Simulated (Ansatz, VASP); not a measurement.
SiC: VASP beside Ansatz

File INCAR:

```
SYSTEM = SiC
PREC     = Accurate       ! precision mode
ENCUT    = 520            ! plane-wave cutoff, eV
EDIFF    = 1E-6           ! SCF threshold, eV
ISMEAR   = 0              ! smearing method
SIGMA    = 0.01           ! smearing width, eV
LREAL    = Auto         
LASPH    = .TRUE.         ! aspherical terms in the spheres
NELM     = 80             ! most SCF steps
ALGO     = Normal         ! electronic algorithm
ISIF     = 2              ! what is computed and relaxed
LWAVE    = .FALSE.        ! write WAVECAR
LCHARG   = .FALSE.        ! write CHGCAR
NBANDS   = 86             ! bands
```

KPOINTS

```
regular mesh
0
G
  2 2 2
  0 0 0
```

Contents of POSCAR:

```
SiC
1.0
    3.0584217931     -5.2973419481      0.0000000000
   -6.1168435962      0.0000000057      0.0000000000
    0.0000000000      0.0000000000    -10.0121483296
Si C
16 16
Direct
    0.3333333333      0.1666666667      0.0621585392
    0.8333333333      0.1666666667      0.0621585392
    0.3333333333      0.6666666667      0.0621585392
    0.8333333333      0.6666666667      0.0621585392
    0.1666666667      0.3333333333      0.5621585392
    0.6666666667      0.3333333333      0.5621585392
    0.1666666667      0.8333333333      0.5621585392
    0.6666666667      0.8333333333      0.5621585392
    0.0000000000      0.0000000000      0.3120994173
    0.5000000000      0.0000000000      0.3120994173
    0.0000000000      0.5000000000      0.3120994173
    0.5000000000      0.5000000000      0.3120994173
    0.5000000000      0.5000000000      0.8120994173
    1.0000000000      0.5000000000      0.8120994173
    0.5000000000      1.0000000000      0.8120994173
    1.0000000000      1.0000000000      0.8120994173
    0.3333333333      0.1666666667      0.2501922186
    0.8333333333      0.1666666667      0.2501922186
    0.3333333333      0.6666666667      0.2501922186
    0.8333333333      0.6666666667      0.2501922186
    0.1666666667      0.3333333333      0.7501922186
    0.6666666667      0.3333333333      0.7501922186
    0.1666666667      0.8333333333      0.7501922186
    0.6666666667      0.8333333333      0.7501922186
    0.5000000000      0.5000000000      0.4995508249
    1.0000000000      0.5000000000      0.4995508249
    0.5000000000      1.0000000000      0.4995508249
    1.0000000000      1.0000000000      0.4995508249
    0.0000000000      0.0000000000      0.9995508249
    0.5000000000      0.0000000000      0.9995508249
    0.0000000000      0.5000000000      0.9995508249
    0.5000000000      0.5000000000      0.9995508249
```

Input for Ansatz:

```yaml
crystal:
  lattice:
    - [3.0584217931, -5.2973419481, 0.0]
    - [-6.1168435962, 5.7e-09, 0.0]
    - [0.0, 0.0, -10.0121483296]
  atoms:
    - { symbol: Si, position: [0.3333333333, 0.1666666667, 0.0621585392] }
    - { symbol: Si, position: [0.8333333333, 0.1666666667, 0.0621585392] }
    - { symbol: Si, position: [0.3333333333, 0.6666666667, 0.0621585392] }
    - { symbol: Si, position: [0.8333333333, 0.6666666667, 0.0621585392] }
    - { symbol: Si, position: [0.1666666667, 0.3333333333, 0.5621585392] }
    - { symbol: Si, position: [0.6666666667, 0.3333333333, 0.5621585392] }
    - { symbol: Si, position: [0.1666666667, 0.8333333333, 0.5621585392] }
    - { symbol: Si, position: [0.6666666667, 0.8333333333, 0.5621585392] }
    - { symbol: Si, position: [0.0, 0.0, 0.3120994173] }
    - { symbol: Si, position: [0.5, 0.0, 0.3120994173] }
    - { symbol: Si, position: [0.0, 0.5, 0.3120994173] }
    - { symbol: Si, position: [0.5, 0.5, 0.3120994173] }
    - { symbol: Si, position: [0.5, 0.5, 0.8120994173] }
    - { symbol: Si, position: [1.0, 0.5, 0.8120994173] }
    - { symbol: Si, position: [0.5, 1.0, 0.8120994173] }
    - { symbol: Si, position: [1.0, 1.0, 0.8120994173] }
    - { symbol: C, position: [0.3333333333, 0.1666666667, 0.2501922186] }
    - { symbol: C, position: [0.8333333333, 0.1666666667, 0.2501922186] }
    - { symbol: C, position: [0.3333333333, 0.6666666667, 0.2501922186] }
    - { symbol: C, position: [0.8333333333, 0.6666666667, 0.2501922186] }
    - { symbol: C, position: [0.1666666667, 0.3333333333, 0.7501922186] }
    - { symbol: C, position: [0.6666666667, 0.3333333333, 0.7501922186] }
    - { symbol: C, position: [0.1666666667, 0.8333333333, 0.7501922186] }
    - { symbol: C, position: [0.6666666667, 0.8333333333, 0.7501922186] }
    - { symbol: C, position: [0.5, 0.5, 0.4995508249] }
    - { symbol: C, position: [1.0, 0.5, 0.4995508249] }
    - { symbol: C, position: [0.5, 1.0, 0.4995508249] }
    - { symbol: C, position: [1.0, 1.0, 0.4995508249] }
    - { symbol: C, position: [0.0, 0.0, 0.9995508249] }
    - { symbol: C, position: [0.5, 0.0, 0.9995508249] }
    - { symbol: C, position: [0.0, 0.5, 0.9995508249] }
    - { symbol: C, position: [0.5, 0.5, 0.9995508249] }
basis:
  ecutwfc: 420
  xc_grid: 2
kpoints:
  mp_grid: { grid: [2, 2, 2], shift: [0.0, 0.0, 0.0] }
hamiltonian:
  xc: lda
scf:
  occupations: { method: gaussian, width: 0.01 }
output:
  forces: true
  stress: true
  eigenvalues: true
  write_density: true
  write_potential: true
  elf: true
  volumetric_format: npy
```

Alike in both runs: task single point; functional LDA; k mesh 2 × 2 × 2; occupations gaussian, width 0.01 eV; no spin polarisation.

|  | VASP | Ansatz |
| --- | --- | --- |
| version | VASP 6.6.1 | Ansatz 0.2.0 |
| potentials or method | VASP PAW LDA potentials, release 64 (Si, C), cutoff 520 eV | scalar-relativistic, plane waves, PAW |
| valence electrons in the cell | 128 | 128 |

```tsv
	VASP	Ansatz	Ansatz less VASP
gap on the k mesh at the Fermi level (eV)	2.15	2.16	+0.011
least direct gap on the mesh (eV)	2.15	2.16	+0.011
pressure (GPa)	0.6	0.2	-0.42
traceless stress, the component that is largest in VASP (GPa)	-0.92	-0.92	+0.006
rms of the force components (eV/Å)	0.024	0.023	-0.0009
```

LDA's correlation is that of Perdew and Zunger in VASP and of Perdew and Wang (1992) in Ansatz. Atom by atom the forces differ by 0.004 eV/Å (rms over components).

The k mesh is coarse, so the values compare programs but aren't converged.
